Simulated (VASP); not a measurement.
Set up this calculation in VASP 6.6.1, as the native input.

| Quantity | Value |
| --- | --- |
| Task | single point |
| Functional | revPBE |
| Potentials or basis | VASP PAW PBE potentials, release 64 (Be, Te) |
| Cutoff | 600 eV |
| k mesh | 8 × 8 × 8 |
| Occupations | gaussian, width 0.05 eV |
| Spin | no spin polarisation |
| Dipole correction | no |
| Further INCAR settings | ALGO = Normal; EDIFF = 1e-06; NBANDS = 11 |

The structure of BeTe lies in POSCAR:

```
BeTe
1.0
    0.0000000000      2.8040689480      2.8040689480
    2.8040689480      0.0000000000      2.8040689480
    2.8040689480      2.8040689480      0.0000000000
Be Te
1 1
Direct
    0.0000000000      0.0000000000      0.0000000000
    0.7500000000      0.7500000000      0.7500000000
```

One way to write it, as run:

INCAR

```
PREC = Accurate
ENCUT = 600
EDIFF = 1E-6
ISMEAR = 0
SIGMA = 0.05
LREAL = F
LASPH = T
NELM = 120
ALGO = Normal
ISIF = 2
LWAVE = F
LCHARG = F
GGA = RE
NBANDS = 11
GGA_COMPAT = F
```

KPOINTS

```
Automatic mesh
0
Gamma
  8 8 8
```

Potentials or basis: VASP PAW PBE potentials, release 64 (Be, Te).

Run with:

```sh
$ cat potpaw_PBE.64/Be/POTCAR potpaw_PBE.64/Te/POTCAR > POTCAR
$ mpirun -np 1 vasp_std > vasp.out
```

Results of the run:

The pressure is 3.2 GPa and the band gap on the k mesh is 2.01 eV, indirect (least direct gap 3.62 eV).

Caveat: the PAW data sets were made with another functional, which shifts forces and pressure a little; spin-orbit coupling is left out, which moves the levels of the heavy elements.

It took 17 s on 1 thread of Intel Xeon 8259CL (shared host), peak memory 0.18 GiB.
